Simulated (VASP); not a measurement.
# Hf (Fd-3m) in VASP: further runs

Runs on Hf. Level: PBEsol. Tasks: single point.

Program: VASP 6.6.1. These are calculated values, not measurements. Logs are shortened: lines on timing, memory, paths and dates and some standing lists are left out, and cuts for length are marked.

## 1. The cell of the first run

Symmetry: Fd-3m, No. 227, cubic system. The conventional cell has a = 6.088 Å, b = 6.088 Å, c = 6.088 Å, α = 90.00°, β = 90.00°, γ = 90.00°. Hf (site symmetry -43m) has 4 Hf at 2.64 Å within 3.5 Å.

## 2. Single point, PBEsol

Contents of INCAR:

```
SYSTEM = Hf
ALGO     = Normal         ! electronic algorithm
EDIFF    = 1E-7           ! SCF threshold, eV
ENCUT    = 520            ! plane-wave cutoff, eV
GGA      = PS             ! functional
ISIF     = 2              ! what is computed and relaxed
ISMEAR   = -1             ! smearing method
LASPH    = .True.         ! aspherical terms in the spheres
LCHARG   = .False.        ! write CHGCAR
LREAL    = .False.        ! projectors in reciprocal space
LWAVE    = .False.        ! write WAVECAR
NBANDS   = 17             ! bands
NELM     = 80             ! most SCF steps
PREC     = Accurate       ! precision mode
SIGMA    = 0.05           ! smearing width, eV
```

Contents of KPOINTS:

```
k-points
0
Gamma
  9 9 9
  0 0 0
```

Contents of POSCAR:

```
Hf
1.0
    0.0000000000      3.0438467722      3.0438467722
    3.0438467722      0.0000000000      3.0438467722
    3.0438467722      3.0438467722      0.0000000000
Hf
2
Direct
   -0.1250000000     -0.1250000000     -0.1250000000
    0.1250000000      0.1250000000      0.1250000000
```

Potentials or basis: VASP PAW PBE potentials, release 64 (Hf_pv).

On the command line:

```sh
cat potpaw_PBE.64/Hf_pv/POTCAR > POTCAR
mpirun -np 1 vasp_std > vasp.out
```

OUTCAR:

```text
SYSTEM = Hf
   EDIFF = 1E-7
   ENCUT = 520
   GGA = PS
   ISIF = 2
   ISMEAR = -1
   LASPH = .True.
   LREAL = .False.
   NELM = 80
   PREC = Accurate

 ion  position               nearest neighbor table
   1  0.875  0.875  0.875-   2 2.64   2 2.64   2 2.64   2 2.64
   2  0.125  0.125  0.125-   1 2.64   1 2.64   1 2.64   1 2.64

  LATTYP: Found a face centered cubic cell.
 ALAT       =     6.0876935444

  Lattice vectors:

 A1 = (   0.0000000000,   3.0438467722,   3.0438467722)
 A2 = (   3.0438467722,   0.0000000000,   3.0438467722)
 A3 = (   3.0438467722,   3.0438467722,   0.0000000000)

Analysis of symmetry for initial positions (statically):
=====================================================================
 Subroutine PRICEL returns:
 Original cell was already a primitive cell.

 Routine SETGRP: Setting up the symmetry group for a
 face centered cubic supercell.

 Subroutine GETGRP returns: Found 48 space group operations
 (whereof 12 operations were pure point group operations)
 out of a pool of 48 trial point group operations.

The static configuration has the point symmetry D_3d.
 The point group associated with its full space group is O_h .

Analysis of symmetry for dynamics (positions and initial velocities):
=====================================================================
 Subroutine PRICEL returns:
 Original cell was already a primitive cell.

 Routine SETGRP: Setting up the symmetry group for a
 face centered cubic supercell.

 Subroutine GETGRP returns: Found 48 space group operations
 (whereof 12 operations were pure point group operations)
 out of a pool of 48 trial point group operations.

The dynamic configuration has the point symmetry D_3d.
 The point group associated with its full space group is O_h .

 Subroutine INISYM returns: Found 48 space group operations
 (whereof 12 operations are pure point group operations),
 and found     1 'primitive' translations

----------------------------------------------------------------------------------------

                                     Primitive cell

  volume of cell :      56.4025

  direct lattice vectors                    reciprocal lattice vectors
     0.000000000  3.043846772  3.043846772    -0.164265825  0.164265825  0.164265825
     3.043846772  0.000000000  3.043846772     0.164265825 -0.164265825  0.164265825
     3.043846772  3.043846772  0.000000000     0.164265825  0.164265825 -0.164265825

  length of vectors
     4.304649387  4.304649387  4.304649387     0.284516754  0.284516754  0.284516754

  position of ions in fractional coordinates (direct lattice)
     0.875000000  0.875000000  0.875000000
     0.125000000  0.125000000  0.125000000

  ion indices of the primitive-cell ions
   primitive index   ion index
                 1           1
                 2           2

----------------------------------------------------------------------------------------

 KPOINTS: k-points

Automatic generation of k-mesh.
 Grid dimensions read from file:
 generate k-points for:    9    9    9

 Generating k-lattice:

  Cartesian coordinates                     Fractional coordinates (reciprocal lattice)
    -0.018251758  0.018251758  0.018251758     0.111111111  0.000000000  0.000000000
     0.018251758 -0.018251758  0.018251758     0.000000000  0.111111111  0.000000000
     0.018251758  0.018251758 -0.018251758     0.000000000  0.000000000  0.111111111

  Length of vectors
     0.031612973  0.031612973  0.031612973

  Shift w.r.t. Gamma in fractional coordinates (k-lattice)
     0.000000000  0.000000000  0.000000000

 Subroutine IBZKPT returns following result:
 ===========================================

 Found     35 irreducible k-points:

 Following reciprocal coordinates:
            Coordinates               Weight
  0.000000  0.000000  0.000000      1.000000
  0.111111  0.000000  0.000000      8.000000
  0.222222  0.000000  0.000000      8.000000
  0.333333  0.000000  0.000000      8.000000
  0.444444  0.000000  0.000000      8.000000
  0.111111  0.111111  0.000000      6.000000
[... 16 lines left out ...]
 -0.333333  0.333333  0.000000     12.000000
  0.444444  0.444444  0.000000      6.000000
 [... further k-points ...]
   k-points           NKPTS =     35   k-points in BZ     NKDIM =     35   number of bands    NBANDS=     17
   number of dos      NEDOS =    301   number of ions     NIONS =      2
   total plane-waves  NPLWV =  32768
   dimension x,y,z NGX =    32 NGY =   32 NGZ =   32
   dimension x,y,z NGXF=    64 NGYF=   64 NGZF=   64
   ions per type =               2
   NGX,Y,Z   is equivalent  to a cutoff of  12.36, 12.36, 12.36 a.u.
   NGXF,Y,Z  is equivalent  to a cutoff of  24.72, 24.72, 24.72 a.u.
 SYSTEM =  Hf
   PREC   = accura    normal or accurate (medium, high low for compatibility)
   ISTART =      0    job   : 0-new  1-cont  2-samecut
   ICHARG =      2    charge: 1-file 2-atom 10-const
   ISPIN  =      1    spin polarized calculation?
   LNONCOLLINEAR =      F non collinear calculations
   LSORBIT =      F    spin-orbit coupling
   LASPH  =      T    aspherical Exc in radial PAW
   ENCUT  =  520.0 eV  38.22 Ry    6.18 a.u.   8.00  8.00  8.00*2*pi/ulx,y,z
   NELM   =     80;   NELMIN=  2; NELMDL= -5     # of ELM steps
   EDIFF  = 0.1E-06   stopping-criterion for ELM
   LREAL  =      F    real-space projection
   EDIFFG = 0.1E-05   stopping-criterion for IOM
   NSW    =      0    number of steps for IOM
   IBRION =     -1    ionic relax: 0-MD 1-quasi-New 2-CG
   NFREE  =      0    steps in history (QN), initial steepest desc. (CG)
   ISIF   =      2    stress and relaxation
   ISYM   =      2    0-nonsym 1-usesym 2-fastsym
   POTIM  = 0.5000    time-step for ionic-motion
   TEBEG  =    0.0;   TEEND  =   0.0 temperature during run
   PSTRESS=    0.0 pullay stress
   NELECT =      20.0000    total number of electrons
   NUPDOWN=      -1.0000    fix difference up-down
   EMIN   =  10.00;   EMAX   =-10.00  energy-range for DOS
   EFERMI =   0.00;   METHOD = LEGACY
   ISMEAR =    -1;   SIGMA  =   0.05  broadening in eV -4-tet -1-fermi 0-gaus
   EFERMI_NEDOS =   21; number of points for ismear=-14 and -15
   IALGO  =     38    algorithm
   IMIX   =      4    mixing-type and parameters
     AMIX     =   0.40;   BMIX     =  1.00
     AMIX_MAG =   1.60;   BMIX_MAG =  1.00
  volume/ion in A,a.u.               =      28.20       190.31
  Fermi-wavevector in a.u.,A,eV,Ry     =   1.158738  2.189698 18.268196  1.342675
  Thomas-Fermi vector in A             =   2.295338
   LORBIT       =      0    0 simple, 1 ext, 2 COOP (PROOUT), +10 PAW based schemes
   GGA     = PS    functional components
   LHFCALC =     F    Hartree Fock is set to
   AEXX    =    0.0000 exact exchange contribution
   IVDW    =     0    specifies the selected vdW correction
   LEPSILON=     F    determine dielectric tensor
   LRPA    =     F    only Hartree local field effects (RPA)
 non-spin polarized calculation
  energy-cutoff  :      520.00
  volume of cell :       56.40
 maximum number of plane-waves:      1536
   NGX = 17   NGY = 17   NGZ = 17

 number of electron      20.0000002 magnetization

 Free energy of the ion-electron system (eV)
  ---------------------------------------------------
  ext. energy  EPLUGINS =         0.00000000
  ---------------------------------------------------
  free energy    TOTEN  =       -15.35298015 eV

  energy without entropy =      -15.31897568  energy(sigma->0) =      -15.33597792

 E-fermi :   2.5932     XC(G=0): -10.0687

 val. band max:        2.5837893785   @ k =   0.4444   0.4444   0.0000
 cond. band min:       2.5932893003   @ k =   0.2222   0.0000   0.0000
 fundamental gap:      0.0094999217
 Fermi energy:         2.5932376342

 k-point     1 :       0.0000    0.0000    0.0000
  band No.  band energies     occupation
      1     -28.4182      2.00000
      2     -28.4182      2.00000
      3     -28.4182      2.00000
      4     -27.3833      2.00000
      5     -27.3833      2.00000
      6     -27.3833      2.00000
[... 9 lines left out ...]
     16       9.5025      0.00000
     17       9.5025      0.00000

 k-point     2 :       0.1111    0.0000    0.0000
  band No.  band energies     occupation
      1     -28.4335      2.00000
      2     -28.4335      2.00000
      3     -28.4178      2.00000
      4     -27.3862      2.00000
      5     -27.3666      2.00000
      6     -27.3666      2.00000
[... 9 lines left out ...]
     16       9.4365      0.00000
     17       9.4365      0.00000

 k-point     3 :       0.2222    0.0000    0.0000
  band No.  band energies     occupation
      1     -28.4703      2.00000
      2     -28.4703      2.00000
      3     -28.4176      2.00000
      4     -27.3925      2.00000
      5     -27.3262      2.00000
      6     -27.3262      2.00000
[... 9 lines left out ...]
     16       9.2163      0.00000
     17       9.2163      0.00000

 k-point     4 :       0.3333    0.0000    0.0000
  band No.  band energies     occupation
      1     -28.5092      2.00000
      2     -28.5092      2.00000
      3     -28.4187      2.00000
      4     -27.3979      2.00000
      5     -27.2833      2.00000
      6     -27.2833      2.00000
[... 9 lines left out ...]
     16       8.7922      0.00000
     17       8.7922      0.00000
[... 343 lines left out ...]
      1     -28.6719      2.00000
      2     -28.6230      2.00000
      3     -28.0604      2.00000
      4     -27.7712      2.00000
      5     -27.1574      2.00000
      6     -27.1148      2.00000
[... 9 lines left out ...]
     16       8.0053      0.00000
     17       8.0539      0.00000

 k-point    23 :      -0.3333    0.3333    0.0000
  band No.  band energies     occupation
      1     -28.6797      2.00000
      2     -28.5961      2.00000
      3     -28.1201      2.00000
      4     -27.7045      2.00000
      5     -27.1871      2.00000
      6     -27.1112      2.00000
[... 9 lines left out ...]
     16       6.9760      0.00000
     17       8.6371      0.00000

 k-point    24 :       0.4444    0.4444    0.0000
  band No.  band energies     occupation
      1     -28.6497      2.00000
      2     -28.6497      2.00000
      3     -28.0104      2.00000
      4     -27.8332      2.00000
      5     -27.1279      2.00000
      6     -27.1279      2.00000
[... 9 lines left out ...]
     16       6.6889      0.00000
     17       8.8810      0.00000

 [... further k-points ...]

------------------------ aborting loop because EDIFF is reached ----------------------------------------

  FORCE on cell =-STRESS in cart. coord.  units (eV):
  Direction    XX          YY          ZZ          XY          YZ          ZX
  --------------------------------------------------------------------------------------
  -------------------------------------------------------------------------------------
  Total        1.5807317      1.5807317      1.5807317      0.0000000      0.0000000     -0.0000000
  in kB       44.9024860     44.9024860     44.9024860      0.0000000      0.0000000     -0.0000000
  external PRESSURE =      44.9024860 kB  Pullay stress =       0.0000000 kB

 VOLUME and BASIS-vectors are now :
 -----------------------------------------------------------------------------
  energy-cutoff  :      520.00
  volume of cell :       56.40
      direct lattice vectors                 reciprocal lattice vectors
     0.000000000  3.043846772  3.043846772    -0.164265825  0.164265825  0.164265825
     3.043846772  0.000000000  3.043846772     0.164265825 -0.164265825  0.164265825
     3.043846772  3.043846772  0.000000000     0.164265825  0.164265825 -0.164265825

 POSITION                                       TOTAL-FORCE (eV/Angst)
 -----------------------------------------------------------------------------------
      5.32673      5.32673      5.32673        -0.000000      0.000000      0.000000
      0.76096      0.76096      0.76096         0.000000     -0.000000     -0.000000
 -----------------------------------------------------------------------------------
    total drift:                                0.000000      0.000000     -0.000000

  FREE ENERGIE OF THE ION-ELECTRON SYSTEM (eV)
  ---------------------------------------------------
  free  energy   TOTEN  =       -15.3529801501 eV

  energy  without entropy=      -15.3189756847  energy(sigma->0) =      -15.33597792
```

Wall time 12 s (1 thread of Intel Xeon 6975P-C (Granite Rapids), shared host); peak memory 0.18 GiB.

What came out:

| Item | Value |
| --- | --- |
| Free energy | -15.3530 eV |
| Pressure | 4.5 GPa |
| Band gap on the k mesh | zero (band 10 reaches 2.88 eV, above the bottom of band 11 at 2.35 eV) |

Caveat: the PAW data sets were made with another functional, which shifts forces and pressure a little; spin-orbit coupling is left out, which moves the levels of the heavy elements.

## 3. Single point, PBEsol

Contents of INCAR:

```
ALGO = Normal
EDIFF = 1E-6
ENCUT = 520
GGA = PS
ISIF = 2
ISMEAR = -1
LASPH = T
LCHARG = F
LREAL = F
LWAVE = F
NBANDS = 17
NELM = 100
PREC = Accurate
SIGMA = 0.05
```

Contents of KPOINTS:

```
k-points
0
Gamma
  9 9 9
```

POSCAR is that of step 2.

Potentials or basis: VASP PAW PBE potentials, release 64 (Hf_pv).

On the command line:

```sh
cat potpaw_PBE.64/Hf_pv/POTCAR > POTCAR
mpirun -np 1 vasp_std > vasp.out
```

It took 10 s on 1 thread of Intel Xeon 6975P-C (Granite Rapids), shared host; peak memory 0.18 GiB.

The run converged. Its results:

```
Free energy            : -15.3530 eV
Pressure               : 4.5 GPa
Band gap on the k mesh : zero (band 10 reaches 2.88 eV, above the bottom of band 11 at 2.35 eV)
```

Levels at points of the mesh, in eV from the Fermi level:
| k point | band 8 | band 9 | band 10 | band 11 | band 12 | band 13 |
| --- | --- | --- | --- | --- | --- | --- |
| (0.00, 0.00, 0.00) | -0.79 | -0.79 | 0.14 | 0.14 | 0.14 | 2.41 |

Caveat: the PAW data sets were made with another functional, which shifts forces and pressure a little; spin-orbit coupling is left out, which moves the levels of the heavy elements.
